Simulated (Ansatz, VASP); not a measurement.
# Ru: VASP beside Ansatz

```xyz
2
Lattice="2.7078 0.0000 0.0000 -1.3539 2.3450 0.0000 0.0000 0.0000 4.2681" Properties=species:S:1:pos:R:3 pbc="T T T"
Ru    0.0000    1.5634    1.0670
Ru    1.3539    0.7817    3.2011
```

Alike in both runs: task single point; functional PBE; k mesh 14 × 14 × 8; occupations fermi-dirac, width 0.05 eV; no spin polarisation.

|  | VASP | Ansatz |
| --- | --- | --- |
| version | VASP 6.6.1 | Ansatz 0.2.0 |
| potentials or method | VASP PAW PBE potentials, release 64 (Ru_pv), cutoff 520 eV | all-electron LAPW, scalar-relativistic |

VASP gave:

| Property | Result |
| --- | --- |
| pressure (GPa) | 5.1 |
| traceless stress, the component that is largest in VASP (GPa) | 0.31 |

Task: Which values does Ansatz return?

Result: Pressure (GPa): 5.2; traceless stress, the component that is largest in VASP (GPa): 0.28.

Ansatz ran all-electron here, and VASP with PAW potentials.
